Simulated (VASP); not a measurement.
Write the native input for VASP 6.6.1 that does the following.

```
Task                   : single point
Functional             : r2SCAN
Potentials or basis    : VASP PAW PBE potentials, release 64 (Cu, Al)
Cutoff                 : 520 eV
k mesh                 : 7 × 7 × 7
Occupations            : fermi-dirac, width 0.05 eV
Spin                   : no spin polarisation
Dipole correction      : no
Further INCAR settings : ALGO = Normal; EDIFF = 1e-06; NBANDS = 26
```

Al2Cu (Khatyrkite):

```
Cu Al
1.0
    -3.03350    3.03350    2.43850
     3.03350   -3.03350    2.43850
     3.03350    3.03350   -2.43850
Cu Al
2 4
Direct
  0.25000 0.25000 0.00000
  0.75000 0.75000 0.00000
  0.34190 0.15810 0.50000
  0.84190 0.34190 0.18380
  0.65810 0.84190 0.50000
  0.15810 0.65810 0.81620
```

These files were run (other wordings do the same):

POSCAR

```
Al2Cu
1.0
   -3.0335000000      3.0335000000      2.4385000000
    3.0335000000     -3.0335000000      2.4385000000
    3.0335000000      3.0335000000     -2.4385000000
Cu Al
2 4
Direct
    0.2500000000      0.2500000000      0.0000000000
    0.7500000000      0.7500000000      0.0000000000
    0.3419000000      0.1581000000      0.5000000000
    0.8419000000      0.3419000000      0.1838000000
    0.6581000000      0.8419000000      0.5000000000
    0.1581000000      0.6581000000      0.8162000000
```

INCAR.step1

```
ALGO = Normal ; EDIFF = 1E-4
ENCUT = 520 ; GGA = PE
ISMEAR = -1 ; LASPH = True
LCHARG = False ; LREAL = False
LWAVE = True ; NBANDS = 26
NELM = 60 ; PREC = Accurate
SIGMA = 0.05
```

INCAR.step2

```
ALGO = Normal ; EDIFF = 1E-6
ENCUT = 520 ; ISIF = 2
ISMEAR = -1 ; ISTART = 1
LASPH = True ; LCHARG = False
LMIXTAU = True ; LREAL = False
LWAVE = False ; METAGGA = R2SCAN
NBANDS = 26 ; NELM = 60
PREC = Accurate ; SIGMA = 0.05
```

KPOINTS

```
k-points
0
Gamma
  7 7 7
```

Potentials or basis: VASP PAW PBE potentials, release 64 (Cu, Al).

Command:

```console
$ cat potpaw_PBE.64/Cu/POTCAR potpaw_PBE.64/Al/POTCAR > POTCAR
$ cp INCAR.step1 INCAR
$ mpirun -np 1 vasp_std > vasp.out
$ cp INCAR.step2 INCAR
$ mpirun -np 1 vasp_std > vasp.out
```

It gave:

```yaml
Pressure: -4.0 GPa
Largest_force: 0.083 eV/Å
Band_gap_on_the_k_mesh: zero (band 17 reaches 10.02 eV, above the bottom of band 18 at 6.17 eV)
```

Caveat: the PAW data sets were made with another functional, which shifts forces and pressure a little.

Wall time 4 min on 1 thread of Intel(R) Xeon(R) 6975P-C (Granite Rapids), with other jobs on the host, peak memory 0.29 GiB.
